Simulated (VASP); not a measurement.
A run of VASP 6.6.1:

The input POSCAR:

```
CaO
1.0
    0.0000000000      2.3975473881      2.3975473881
    2.3975473881      0.0000000000      2.3975473881
    2.3975473881      2.3975473881      0.0000000000
Ca O
1 1
Direct
    0.0000000000      0.0000000000      0.0000000000
    0.5000000000      0.5000000000      0.5000000000
```

Contents of INCAR.step1:

```
PREC = Accurate ; ENCUT = 520
ISMEAR = 0 ; SIGMA = 0.01
LREAL = False ; LASPH = True
NELM = 60 ; NBANDS = 15
GGA = PE ; ALGO = Normal
EDIFF = 1E-4 ; LWAVE = True
LCHARG = False
```

Contents of INCAR.step2:

```
PREC = Accurate ; ENCUT = 520
EDIFF = 1E-6 ; ISMEAR = 0
SIGMA = 0.01 ; LREAL = False
LASPH = True ; NELM = 60
ALGO = Normal ; ISIF = 2
LWAVE = False ; LCHARG = False
METAGGA = R2SCAN ; LMIXTAU = True
NBANDS = 15 ; ISTART = 1
```

KPOINTS

```
regular mesh
0
Gamma
  10 10 10
```

Potentials or basis: VASP PAW PBE potentials, release 64 (Ca_sv, O).

Run with:

```bash
$ cat potpaw_PBE.64/Ca_sv/POTCAR potpaw_PBE.64/O/POTCAR > POTCAR
$ cp INCAR.step1 INCAR
$ mpirun -np 1 vasp_std > vasp.out
$ cp INCAR.step2 INCAR
$ mpirun -np 1 vasp_std > vasp.out
```

Hardware: 1 thread of Intel(R) Xeon(R) Platinum 8259CL CPU @ 2.50GHz (Skylake/Cascade Lake), on a shared host.

**Question.** Estimate the wall time of this run.

**Answer.** Wall time 86 s on 1 thread of Intel(R) Xeon(R) Platinum 8259CL CPU @ 2.50GHz (Skylake/Cascade Lake), on a shared host, peak memory 0.17 GiB. Counts: k points 47.
